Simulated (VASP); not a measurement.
**LiTi4Fe: single point with PBEsol**

Crystal: LiTi4Fe.

```
Li Fe Ti
1.0
     0.00000    5.71699    0.00000
     5.71699    0.00000    0.00000
     2.85849    2.85849   -4.93129
Li Fe Ti
2 2 8
Direct
  0.00000 0.00000 0.00000
  0.50000 0.50000 0.00000
  0.25000 0.25000 0.50000
  0.75000 0.75000 0.50000
  0.70492 0.52566 0.26942
  0.52566 0.02566 0.26942
  0.02566 0.20492 0.26942
  0.20492 0.70492 0.26942
  0.79508 0.29508 0.73058
  0.97434 0.79508 0.73058
  0.47434 0.97434 0.73058
  0.29508 0.47434 0.73058
```

```json
{
 "Program": "VASP 6.6.1",
 "Task": "single point",
 "Functional": "PBEsol",
 "Potentials or basis": "VASP PAW PBE potentials, release 64 (Li_sv, Fe, Ti_sv)",
 "Cutoff": "520 eV",
 "k mesh": "7 × 7 × 7",
 "Occupations": "fermi-dirac, width 0.1 eV",
 "Spin": "no spin polarisation",
 "Dipole correction": "no",
 "Further INCAR settings": "ALGO = Normal; EDIFF = 1e-07; NBANDS = 71"
}
```

* Largest force: 0.621 eV/Å
* Band gap on the k mesh: zero (bands 59 and 60 overlap by 0.11 eV)

Forces on the atoms (eV/Å):
```
Li   0.000  0.000  0.000
Li   0.000  0.000  0.000
Fe   0.000  0.000  0.000
Fe   0.000  0.000  0.000
Ti   0.162 -0.162 -0.578
Ti   0.162  0.162 -0.578
Ti  -0.162  0.162 -0.578
Ti  -0.162 -0.162 -0.578
Ti   0.162  0.162  0.578
Ti   0.162 -0.162  0.578
Ti  -0.162 -0.162  0.578
Ti  -0.162  0.162  0.578
```

Levels at points of the mesh, in eV from the Fermi level:
```
           k point  band 57  band 58  band 59  band 60  band 61  band 62
(0.00, 0.00, 0.00)    -0.65    -0.65    -0.11    -0.03     0.07     0.18
```

Run time: 12 min on 1 thread of Intel(R) Xeon(R) Platinum 8259CL CPU @ 2.50GHz (Skylake/Cascade Lake), with other jobs on the host, peak memory 0.54 GiB.

Caveat: the PAW data sets were made with another functional, which shifts forces and pressure a little; the run has no spin polarisation, though such a crystal can be magnetic. Spin polarisation is off, so any magnetic state and its effect on volume and gap are missing.
